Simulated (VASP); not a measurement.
# GeSe5 (P-3m1) in VASP: further runs

Runs on GeSe5. Level: PBE. Tasks: single point, relaxation of cell and atoms.

Everything below comes from runs of VASP 6.6.1. Logs are shortened: lines on timing, memory, paths and dates and some standing lists are left out, and cuts for length are marked.

## 1. The cell of the first run

The structure is trigonal, space group P-3m1 (No. 164). Conventional cell: a = 3.727 Å, b = 3.727 Å, c = 11.462 Å, α = 90.00°, β = 90.00°, γ = 120.00°. Ge (site symmetry -3m) has 6 Se at 2.62 Å within 3.5 Å. Within 3.5 Å of Se (site symmetry 3m) lie 3 Ge at 2.62 Å and 3 Se at 3.39 Å. Se (site symmetry 3m) has 6 Se at 2.69 to 3.39 Å within 3.5 Å. Within 3.5 Å of Se (site symmetry -3m) lie 6 Se at 2.69 Å.

## 2. Single point, PBE

Input file INCAR:

```
PREC = Accurate
ENCUT = 520
EDIFF = 1E-7
ISMEAR = 0
SIGMA = 0.2
LREAL = False
LASPH = True
NELM = 60
ALGO = Normal
ISIF = 2
LWAVE = False
LCHARG = True
GGA = PE
LELF = True
LVHAR = True
NBANDS = 31
```

Input file KPOINTS:

```
regular mesh
0
Gamma
  5 5 2
```

Input file POSCAR:

```
GeSe5
1.0
    3.7266636190      0.0000000000      0.0000000000
   -1.8633318095      3.2273853654      0.0000000000
    0.0000000000      0.0000000000     11.4616681755
Ge Se
1 5
Direct
    0.0000000000      0.0000000000      0.0000000000
    0.6666666667      0.3333333333      0.8689434553
    0.3333333333      0.6666666667      0.1310565447
    0.3333333333      0.6666666667      0.6406667559
    0.0000000000      0.0000000000      0.5000000000
    0.6666666667      0.3333333333      0.3593332441
```

Potentials or basis: VASP PAW PBE potentials, release 64 (Ge_d, Se).

On the command line:

```bash
cat potpaw_PBE.64/Ge_d/POTCAR potpaw_PBE.64/Se/POTCAR > POTCAR
mpirun -np 1 vasp_std > vasp.out
```

OUTCAR:

```text
PREC = Accurate
   ENCUT = 520
   EDIFF = 1E-7
   ISMEAR = 0
   LREAL = False
   LASPH = True
   NELM = 60
   ISIF = 2
   GGA = PE

 ion  position               nearest neighbor table
   1  0.000  0.000  0.000-   2 2.62   3 2.62   3 2.62   2 2.62   2 2.62   3 2.62
   2  0.667  0.333  0.869-   1 2.62   1 2.62   1 2.62
   3  0.333  0.667  0.131-   1 2.62   1 2.62   1 2.62
   4  0.333  0.667  0.641-   5 2.69   5 2.69   5 2.69
   5  0.000  0.000  0.500-   4 2.69   6 2.69   4 2.69   6 2.69   6 2.69   4 2.69
   6  0.667  0.333  0.359-   5 2.69   5 2.69   5 2.69

  LATTYP: Found a hexagonal cell.
 ALAT       =     3.7266636190
 C/A-ratio  =     3.0755843154

  Lattice vectors:

 A1 = (   3.7266636190,   0.0000000000,   0.0000000000)
 A2 = (  -1.8633318095,   3.2273853654,   0.0000000000)
 A3 = (   0.0000000000,   0.0000000000,  11.4616681755)

Analysis of symmetry for initial positions (statically):
=====================================================================
 Subroutine PRICEL returns:
 Original cell was already a primitive cell.

 Routine SETGRP: Setting up the symmetry group for a
 hexagonal supercell.

 Subroutine GETGRP returns: Found 12 space group operations
 (whereof 12 operations were pure point group operations)
 out of a pool of 24 trial point group operations.

The static configuration has the point symmetry D_3d.

Analysis of symmetry for dynamics (positions and initial velocities):
=====================================================================
 Subroutine PRICEL returns:
 Original cell was already a primitive cell.

 Routine SETGRP: Setting up the symmetry group for a
 hexagonal supercell.

 Subroutine GETGRP returns: Found 12 space group operations
 (whereof 12 operations were pure point group operations)
 out of a pool of 24 trial point group operations.

The dynamic configuration has the point symmetry D_3d.

 Subroutine INISYM returns: Found 12 space group operations
 (whereof 12 operations are pure point group operations),
 and found     1 'primitive' translations

----------------------------------------------------------------------------------------

                                     Primitive cell

  volume of cell :     137.8538

  direct lattice vectors                    reciprocal lattice vectors
     3.726663619  0.000000000  0.000000000     0.268336534  0.154924170  0.000000000
    -1.863331809  3.227385365  0.000000000     0.000000000  0.309848341  0.000000000
[... 81 lines left out ...]
   NSW    =      0    number of steps for IOM
   IBRION =     -1    ionic relax: 0-MD 1-quasi-New 2-CG
   NFREE  =      0    steps in history (QN), initial steepest desc. (CG)
   ISIF   =      2    stress and relaxation
   ISYM   =      2    0-nonsym 1-usesym 2-fastsym
   POTIM  = 0.5000    time-step for ionic-motion
   TEBEG  =    0.0;   TEEND  =   0.0 temperature during run
   PSTRESS=    0.0 pullay stress
   NELECT =      44.0000    total number of electrons
   NUPDOWN=      -1.0000    fix difference up-down
   EMIN   =  10.00;   EMAX   =-10.00  energy-range for DOS
   EFERMI =   0.00;   METHOD = LEGACY
   ISMEAR =     0;   SIGMA  =   0.20  broadening in eV -4-tet -1-fermi 0-gaus
   EFERMI_NEDOS =   21; number of points for ismear=-14 and -15
   IALGO  =     38    algorithm
   IMIX   =      4    mixing-type and parameters
     AMIX     =   0.40;   BMIX     =  1.00
     AMIX_MAG =   1.60;   BMIX_MAG =  1.00
  volume/ion in A,a.u.               =      22.98       155.05
  Fermi-wavevector in a.u.,A,eV,Ry     =   1.118801  2.114227 17.030620  1.251715
  Thomas-Fermi vector in A             =   2.255435
   LORBIT       =      0    0 simple, 1 ext, 2 COOP (PROOUT), +10 PAW based schemes
   GGA     = PE    functional components
   LHFCALC =     F    Hartree Fock is set to
   AEXX    =    0.0000 exact exchange contribution
   IVDW    =     0    specifies the selected vdW correction
   LEPSILON=     F    determine dielectric tensor
   LRPA    =     F    only Hartree local field effects (RPA)
 non-spin polarized calculation
 Gauss-broadening in eV      SIGMA  =   0.20
  energy-cutoff  :      520.00
  volume of cell :      137.85
 maximum number of plane-waves:      3725
 NGX is ok and might be reduce to    28
   NGX = 13   NGY = 13   NGZ = 43

 number of electron      44.0000012 magnetization

 Free energy of the ion-electron system (eV)
  ---------------------------------------------------
  ext. energy  EPLUGINS =         0.00000000
  ---------------------------------------------------
  free energy    TOTEN  =       -21.75312489 eV

  energy without entropy =      -21.70823104  energy(sigma->0) =      -21.73067797

 E-fermi :   3.8966     XC(G=0):  -9.8102

 val. band max:        3.8316782609   @ k =   0.4000   0.0000   0.5000
 cond. band min:       4.0902814632   @ k =   0.0000   0.0000   0.5000
 fundamental gap:      0.2586032023
 Fermi energy:         3.8965832108

 k-point     1 :       0.0000    0.0000    0.0000
  band No.  band energies     occupation
      1     -20.7810      2.00000
      2     -20.7810      2.00000
      3     -20.7706      2.00000
      4     -20.7653      2.00000
      5     -20.7653      2.00000
      6     -12.0475      2.00000
[... 329 lines left out ...]
     30      10.0033      0.00000
     31      10.3194      0.00000

------------------------ aborting loop because EDIFF is reached ----------------------------------------

  FORCE on cell =-STRESS in cart. coord.  units (eV):
  Direction    XX          YY          ZZ          XY          YZ          ZX
  --------------------------------------------------------------------------------------
  -------------------------------------------------------------------------------------
  Total        0.5266753      0.5266753      0.4225975      0.0000000     -0.0000000      0.0000000
  in kB        6.1211733      6.1211733      4.9115507      0.0000000     -0.0000000      0.0000000
  external PRESSURE =       5.7179658 kB  Pullay stress =       0.0000000 kB

 VOLUME and BASIS-vectors are now :
 -----------------------------------------------------------------------------
  energy-cutoff  :      520.00
  volume of cell :      137.85
      direct lattice vectors                 reciprocal lattice vectors
     3.726663619  0.000000000  0.000000000     0.268336534  0.154924170  0.000000000
    -1.863331809  3.227385365  0.000000000     0.000000000  0.309848341  0.000000000
     0.000000000  0.000000000 11.461668175     0.000000000  0.000000000  0.087247335

 POSITION                                       TOTAL-FORCE (eV/Angst)
 -----------------------------------------------------------------------------------
      0.00000      0.00000      0.00000         0.000000      0.000000      0.000000
      1.86333      1.07580      9.95954         0.000000      0.000000      0.037583
     -0.00000      2.15159      1.50213         0.000000      0.000000     -0.037583
     -0.00000      2.15159      7.34311        -0.000000      0.000000      0.051689
      0.00000      0.00000      5.73083         0.000000      0.000000      0.000000
      1.86333      1.07580      4.11856         0.000000     -0.000000     -0.051689
 -----------------------------------------------------------------------------------
    total drift:                               -0.000000      0.000000      0.000000

  FREE ENERGIE OF THE ION-ELECTRON SYSTEM (eV)
  ---------------------------------------------------
  free  energy   TOTEN  =       -21.7531248925 eV

  energy  without entropy=      -21.7082310389  energy(sigma->0) =      -21.73067797
```

OSZICAR:

```text
N       E                     dE             d eps       ncg     rms          rms(c)
DAV:   1     0.335796578708E+03    0.33580E+03   -0.19425E+04   842   0.201E+03
DAV:   2     0.248504613642E+02   -0.31095E+03   -0.29739E+03   740   0.584E+02
DAV:   3    -0.199737919063E+02   -0.44824E+02   -0.43925E+02   769   0.122E+02
DAV:   4    -0.220805820589E+02   -0.21068E+01   -0.21026E+01   690   0.315E+01
DAV:   5    -0.221250205408E+02   -0.44438E-01   -0.44432E-01   795   0.461E+00    0.838E+00
DAV:   6    -0.217380229545E+02    0.38700E+00   -0.12049E+00   816   0.575E+00    0.537E+00
DAV:   7    -0.217510625266E+02   -0.13040E-01   -0.30296E-01   683   0.249E+00    0.254E+00
DAV:   8    -0.217537994005E+02   -0.27369E-02   -0.16689E-02   736   0.852E-01    0.238E-01
DAV:   9    -0.217530138019E+02    0.78560E-03   -0.39829E-03   698   0.297E-01    0.127E-01
DAV:  10    -0.217530923820E+02   -0.78580E-04   -0.64686E-04   728   0.115E-01    0.659E-02
DAV:  11    -0.217531186641E+02   -0.26282E-04   -0.67221E-05   758   0.438E-02    0.290E-02
DAV:  12    -0.217531235489E+02   -0.48848E-05   -0.79371E-06   662   0.146E-02    0.884E-03
DAV:  13    -0.217531247417E+02   -0.11927E-05   -0.26096E-06   704   0.736E-03    0.154E-03
DAV:  14    -0.217531248718E+02   -0.13011E-06   -0.35730E-07   718   0.285E-03    0.155E-03
DAV:  15    -0.217531248925E+02   -0.20761E-07   -0.19806E-08   436   0.776E-04
   1 F= -.21753125E+02 E0= -.21730678E+02  d E =-.448939E-01
```

stdout:

```text
POSCAR found type information on POSCAR GeSe
 POSCAR found :  2 types and       6 ions
 scaLAPACK will be used
 LDA part: xc-table for (Slater+PW92), standard interpolation
 POSCAR, INCAR and KPOINTS ok, starting setup
 FFT: planning ... GRIDC
 FFT: planning ... GRID_SOFT
 FFT: planning ... GRID
 WAVECAR not read
 entering main loop
```

Wall time 36 s (1 thread of AMD EPYC 9R45 (Zen 5), shared host); peak memory 0.23 GiB.

Results:

```yaml
Free_energy: -21.7531 eV
Pressure: 0.6 GPa
Largest_force: 0.052 eV/Å
Band_gap_on_the_k_mesh: zero (band 22 reaches 4.09 eV, above the bottom of band 23 at 3.83 eV)
```

Forces on the atoms (eV/Å):
```
Ge   0.000  0.000  0.000
Se   0.000  0.000  0.038
Se   0.000  0.000 -0.038
Se   0.000  0.000  0.052
Se   0.000  0.000  0.000
Se   0.000  0.000 -0.052
```

Levels at points of the mesh, in eV from the Fermi level:
```csv
k point,band 20,band 21,band 22,band 23,band 24,band 25
"(0.00, 0.00, 0.00)",-0.69,-0.31,-0.31,1.30,1.35,1.39
"(0.00, 0.00, 0.50)",-0.49,-0.49,0.19,0.23,1.43,1.43
```

Caveat: the k points lie up to 0.39 Å⁻¹ apart.

(Part 1 of 2 ends here.)
